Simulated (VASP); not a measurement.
Crystal: Ti3Al.

```
Ti Al
1.0
     0.00000    3.25623    3.25623
     3.25623    0.00000    3.25623
     3.25623    3.25623    0.00000
Ti Al
3 1
Direct
  0.75000 0.75000 0.75000
  0.25000 0.25000 0.25000
  0.00000 0.00000 0.00000
  0.50000 0.50000 0.50000
```

Base run:

- Program: VASP 6.6.1
- Functional: PBEsol
- Potentials or basis: VASP PAW PBE potentials, release 64 (Ti_sv, Al)
- Cutoff: 520 eV
- k mesh: 12 × 12 × 12
- Occupations: gaussian, width 0.15 eV
- Spin: collinear spin
- Starting moments: [0.2, 0.2, 0.2, 0.0] μB
- Fixed moment: 0.6 μB

Its results: pressure -6.9 GPa; site moments Ti +0.02, +0.43 (each value once); Al -0.01 μB.

**Question.** The run is repeated on the same cell with these changes: fixed moment from 0.6 μB to 2.1 μB; moments at the start from [0.2, 0.2, 0.2, 0.0] to [0.7, 0.7, 0.7, 0.0]. What comes out?

**Answer.** Pressure -6.1 GPa; site moments Ti +0.29, +0.99 (each value once); Al -0.02 μB.

Caveats: the cell stands under tension; the PAW data sets were made with another functional, which shifts forces and pressure a little; the total moment is fixed, so each spin has its own Fermi level.
